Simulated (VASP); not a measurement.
Crystal: Cu.

```xyz
4
Lattice="2.5308 0.0000 0.0000 -1.2654 2.1917 0.0000 0.0000 0.0000 8.2618" Properties=species:S:1:pos:R:3 pbc="T T T"
Cu    1.2654    0.7306    6.1964
Cu    0.0000    0.0000    4.1309
Cu    0.0000    1.4611    2.0655
Cu    0.0000    0.0000    0.0000
```

Program: VASP 6.6.1. Alike in all runs: task single point; no spin polarisation; cell as given; cutoff (eV) 520.

Q: Order these runs on this cell by their pressure, lowest first.
A. level LDA; potentials or basis VASP PAW LDA potentials, release 64 (Cu); k mesh 12 × 12 × 4; smearing fermi-dirac 0.05 eV
B. level r2SCAN; potentials or basis VASP PAW PBE potentials, release 64 (Cu); k mesh 10 × 10 × 3; smearing methfessel-paxton 0.005 eV
C. level PBEsol; potentials or basis VASP PAW PBE potentials, release 64 (Cu); k mesh 12 × 12 × 4; smearing fermi-dirac 0.05 eV
D. level PBE; potentials or basis VASP PAW PBE potentials, release 64 (Cu); k mesh 12 × 12 × 4; smearing fermi-dirac 0.05 eV

A: A (-7.4 GPa), C (-1.2 GPa), B (0.7 GPa), D (7.4 GPa).

Caveats: the PAW data sets were made with another functional, which shifts forces and pressure a little (some runs).
